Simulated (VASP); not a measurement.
The system is PbO.

```
CELL_PARAMETERS angstrom
5.87600 0.00000 0.00000
0.00000 5.47600 0.00000
0.00000 0.00000 4.74300
ATOMIC_POSITIONS crystal
Pb 0.23100 0.01400 0.25000
Pb 0.76900 0.98600 0.75000
Pb 0.23100 0.48600 0.75000
Pb 0.76900 0.51400 0.25000
O 0.86800 0.08200 0.25000
O 0.13200 0.91800 0.75000
O 0.86800 0.41800 0.75000
O 0.13200 0.58200 0.25000
```

* Program: VASP 6.6.1
* Task: relaxation of cell and atoms
* Functional: LDA
* Potentials or basis: VASP PAW LDA potentials, release 64 (Pb_d, O)
* Cutoff: 600 eV
* k mesh: 4 × 4 × 4
* Occupations: gaussian, width 0.1 eV
* Spin: no spin polarisation

At the start: pressure -4.5 GPa; volume 19.08 Å³/atom.

Problem. Where does the relaxation end?

Solution. Over 12 steps the energy falls by 56.7 meV/atom and the volume is 18.22 Å³/atom (-4.5 %); space group Pbcm (No. 57, to 0.1 Å) before and after.

The path:
| step | energy change (eV) | largest force (eV/Å) | pressure (GPa) | volume (Å³) |
| --- | --- | --- | --- | --- |
| 1 | 0.0000 | 1.0577 | -4.51 | 152.62 |
| 2 | -0.3571 | 0.5830 | 3.51 | 140.99 |
| 3 | -0.3757 | 0.5372 | 1.75 | 142.91 |
| 4 | -0.4086 | 0.2338 | -0.51 | 145.28 |
| 5 | -0.4161 | 0.2009 | 0.11 | 144.54 |
| 6 | -0.4314 | 0.1463 | -0.03 | 145.10 |
| 7 | -0.4426 | 0.0658 | -0.21 | 146.06 |
| 8 | -0.4495 | 0.0813 | 0.12 | 145.68 |
| 9 | -0.4508 | 0.1089 | 0.35 | 145.41 |
| 10 | -0.4507 | 0.0894 | -0.58 | 146.30 |
| 11 | -0.4525 | 0.0566 | -0.12 | 145.85 |
| 12 | -0.4535 | 0.0360 | -0.09 | 145.72 |

Final structure:
```
Pb O
1.0
     5.83050    0.00000    0.00000
     0.00000    5.35720    0.00000
     0.00000    0.00000    4.66536
Pb O
4 4
Direct
  0.23427 0.99348 0.25000
  0.76573 0.00652 0.75000
  0.23427 0.50652 0.75000
  0.76573 0.49348 0.25000
  0.86206 0.08551 0.25000
  0.13794 0.91449 0.75000
  0.86206 0.41449 0.75000
  0.13794 0.58551 0.25000
```

Caveat: the relaxation stopped at a loose force limit of 0.05 eV/Å, so its end isn't a converged minimum.
